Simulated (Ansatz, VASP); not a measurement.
**One calculation of AlN, two programs**

```
CELL_PARAMETERS angstrom
3.08874 0.00000 0.00000
-1.54437 2.67493 0.00000
0.00000 0.00000 4.94377
ATOMIC_POSITIONS crystal
Al 0.29906 0.65381 0.00152
Al 0.70094 0.34619 0.50152
N 0.36392 0.67814 0.38348
N 0.63608 0.32186 0.88348
```

Change from the starting cell: mode 4 frozen in at -0.086 Å and mode 5 at -0.034 Å (largest displacements).

Alike in both runs: task single point; functional LDA; k mesh 9 × 9 × 6; occupations gaussian, width 0.05 eV; no spin polarisation.

|  | VASP | Ansatz |
| --- | --- | --- |
| version | VASP 6.6.1 | Ansatz 0.2.0 |
| potentials or method | VASP PAW LDA potentials, release 64 (Al, N), cutoff 520 eV | scalar-relativistic, plane waves, PAW |
| valence electrons in the cell | 16 | 16 |

Ansatz gave:

```
gap on the k mesh at the Fermi level (eV)                     : 4.31
least direct gap on the mesh (eV)                             : 4.31
pressure (GPa)                                                : -0.2
traceless stress, the component that is largest in VASP (GPa) : -0.60
rms of the force components (eV/Å)                            : 0.251
```

Task: What did VASP give for the same quantities?

Result: gap on the k mesh at the Fermi level (eV): 4.32; least direct gap on the mesh (eV): 4.32; pressure (GPa): 0.3; traceless stress, the component that is largest in VASP (GPa): -0.58; rms of the force components (eV/Å): 0.251.

LDA's correlation is that of Perdew and Zunger in VASP and of Perdew and Wang (1992) in Ansatz. Atom by atom the forces differ by 0.002 eV/Å (rms over components).
